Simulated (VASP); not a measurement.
## Li: single point with PBE

System: Li, a slab with vacuum.

```xyz
7
Lattice="3.4323 0.0000 0.0000 1.7162 2.4270 0.0000 0.0000 0.0000 30.5621" Properties=species:S:1:pos:R:3 pbc="T T T"
Li    0.0000    0.0000    8.0584
Li    1.7162    0.0000   10.3848
Li    0.0000    0.0000   12.8266
Li    1.7162    0.0000   15.2811
Li    0.0000    0.0000   17.7355
Li    1.7162    0.0000   20.1773
Li    0.0000    0.0000   22.5037
```

```yaml
Program: VASP 6.6.1
Task: single point
Functional: PBE
Potentials_or_basis: VASP PAW PBE potentials, release 64 (Li_sv)
Cutoff: 520 eV
k_mesh: 13 × 13 × 1
Occupations: methfessel-paxton, width 0.1 eV
Spin: no spin polarisation
Dipole_correction: yes
Further_INCAR_settings: ALGO = Normal; EDIFF = 1e-06; NBANDS = 20
```

The band gap on the k mesh is zero (an odd number of electrons rules out a gap without spin polarisation).

Levels at points of the mesh, in eV from the Fermi level:
| k point | band 8 | band 9 | band 10 | band 11 | band 12 | band 13 | band 14 | band 15 |
| --- | --- | --- | --- | --- | --- | --- | --- | --- |
| (0.00, 0.00, 0.00) | -3.52 | -3.32 | -2.93 | -2.36 | -1.64 | -0.84 | -0.06 | 0.26 |

It took 4.4 min on 1 thread of Intel(R) Xeon(R) 6975P-C (Granite Rapids), with other jobs on the host, peak memory 0.46 GiB.
